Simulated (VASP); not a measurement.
A run of VASP 6.6.1:

The input INCAR:

```
  PREC = Accurate
  ENCUT = 600
  EDIFF = 1E-7
  ISMEAR = -1
  SIGMA = 0.05
  LREAL = F
  LASPH = T
  NELM = 100
  ALGO = Normal
  ISIF = 3
  LWAVE = F
  LCHARG = F
  GGA = PS
  IBRION = 2
  NSW = 60
  EDIFFG = -0.005
  PSTRESS = 290.0
```

The input KPOINTS:

```
Automatic mesh
0
Gamma
  14 14 8
```

POSCAR

```
Y
1.0
    3.1046062464      0.0000000000      0.0000000000
   -1.5523031232      2.6886678781      0.0000000000
    0.0000000000      0.0000000000      5.0294621192
Y
2
Direct
    0.3333333333      0.6666666667      0.2500000000
    0.6666666667      0.3333333333      0.7500000000
```

Potentials or basis: VASP PAW PBE potentials, release 64 (Y_sv).

The run is started by

```sh
$ cat potpaw_PBE.64/Y_sv/POTCAR > POTCAR
$ mpirun -np 1 vasp_std > vasp.out
```

Hardware: 1 thread of AMD EPYC 7R13 Processor (Zen 3) (shared host).

Q: How long does it take, and how much memory?

A: It took 5.7 min on 1 thread of AMD EPYC 7R13 Processor (Zen 3), on a shared host, peak memory 0.23 GiB. Counts: scf iterations 45, k points 120, ion steps 5.
